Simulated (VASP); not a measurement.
Mg3ZnTe4, 8 atoms in the cell. Symmetry: P-43m, No. 215, cubic system. The conventional cell has a = 6.411 Å, b = 6.411 Å, c = 6.411 Å, α = 90.00°, β = 90.00°, γ = 90.00°. Mg (site symmetry -42m) has 4 Te at 2.80 Å within 3.7 Å. Zn (site symmetry -43m) has 4 Te at 2.70 Å within 3.6 Å. Within 3.6 Å of Te (site symmetry 3m) lie 1 Zn at 2.70 Å and 3 Mg at 2.80 Å. 

- Program: VASP 6.6.1
- Task: relaxation of cell and atoms
- Functional: PBE
- Potentials or basis: VASP PAW PBE potentials, release 64 (Mg, Zn, Te)
- Cutoff: 600 eV
- k mesh: 4 × 4 × 4
- Occupations: gaussian, width 0.02 eV
- Spin: no spin polarisation
- Dipole correction: no
- Further INCAR settings: ALGO = Normal; EDIFF = 1e-07; IBRION = 2; EDIFFG = -0.01; NSW = 100; ISIF = 3

Potentials or basis: VASP PAW PBE potentials, release 64 (Mg, Zn, Te).

Run with:

```console
$ cat potpaw_PBE.64/Mg/POTCAR potpaw_PBE.64/Zn/POTCAR potpaw_PBE.64/Te/POTCAR > POTCAR
$ mpirun -np 1 vasp_std > vasp.out
```

Hardware: 1 thread of Intel(R) Xeon(R) Platinum 8559C (Emerald Rapids) (shared host).

Problem. How long does it take, and how much memory?

Solution. Run time: 2 min on 1 thread of Intel(R) Xeon(R) Platinum 8559C (Emerald Rapids), with other jobs on the host, peak memory 0.48 GiB. Counts: scf iterations 26, k points 10, ion steps 2.
